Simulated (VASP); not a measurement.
**TiC (rocksalt type): single point with LDA**

The system is TiC (rocksalt type).

```xyz
4
Lattice="2.1304 2.1304 0.0000 -2.1304 2.1304 0.0000 0.0000 0.0000 4.2609" Properties=species:S:1:pos:R:3 pbc="T T T"
Ti    0.0000    0.0000    0.0000
Ti    0.0000    2.1304    2.1304
C     0.0000    2.1304    0.0000
C     0.0000    0.0000    2.1304
```

```yaml
Program: VASP 6.6.1
Task: single point
Functional: LDA
Potentials_or_basis: VASP PAW LDA potentials, release 64 (Ti_sv, C)
Cutoff: 520 eV
k_mesh: 11 × 11 × 8
Occupations: fermi-dirac, width 0.08 eV
Spin: no spin polarisation
```

```yaml
Pressure: 0.7 GPa
Band_gap_on_the_k_mesh: zero (bands 16 and 17 overlap by 1.07 eV)
```

Levels at points of the mesh, in eV from the Fermi level:
```csv
k point,band 12,band 13,band 14,band 15,band 16,band 17,band 18,band 19,band 20,band 21
"(0.00, 0.00, 0.00)",-1.84,0.02,0.02,0.63,0.63,0.63,1.73,1.73,1.73,1.80
"(0.00, 0.00, 0.50)",-3.56,-0.76,-0.76,-0.44,-0.44,-0.44,-0.44,2.32,2.32,3.95
```

It took 32 s on 1 thread of Intel(R) Xeon(R) 6975P-C (Granite Rapids), on a shared host, peak memory 0.19 GiB.
